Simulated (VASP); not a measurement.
A run of VASP 6.6.1 is set up as follows.

Contents of INCAR:

```
PREC = Accurate ; ENCUT = 520
EDIFF = 1E-6 ; ISMEAR = 0
SIGMA = 0.05 ; LREAL = False
LASPH = True ; NELM = 100
ALGO = Normal ; ISIF = 2
LWAVE = False ; LCHARG = False
GGA = CA ; NBANDS = 25
```

File KPOINTS:

```
Automatic mesh
0
Gamma
  6 6 10
```

File POSCAR:

```
SiO2
1.0
    4.2732194154      0.0000000000      0.0000000000
    0.0000000000      4.2732194154      0.0000000000
    0.0000000000      0.0000000000      2.8382723357
Si O
2 4
Direct
    0.5000000000      0.5000000000      0.5000000000
    0.0000000000      0.0000000000      0.0000000000
    0.6944252994      0.6944252994      0.0000000000
    0.1944252994      0.8055747006      0.5000000000
    0.3055747006      0.3055747006      0.0000000000
    0.8055747006      0.1944252994      0.5000000000
```

Potentials or basis: VASP PAW LDA potentials, release 64 (Si, O).

The run is started by

```sh
$ cat potpaw_LDA.64/Si/POTCAR potpaw_LDA.64/O/POTCAR > POTCAR
$ mpirun -np 1 vasp_std > vasp.out
```

Q: Estimate the band gap on the k mesh.

A: 3.63 eV, direct.

Q: What does it give for the pressure?

A: -31.8 GPa.

Q: Estimate the largest force.

A: 0.316 eV/Å.

Forces in eV/Å, atoms in the order of the input:
```
Si   0.000  0.000  0.000
Si   0.000  0.000  0.000
O   -0.223 -0.223  0.000
O   -0.223  0.223  0.000
O    0.223  0.223  0.000
O    0.223 -0.223  0.000
```
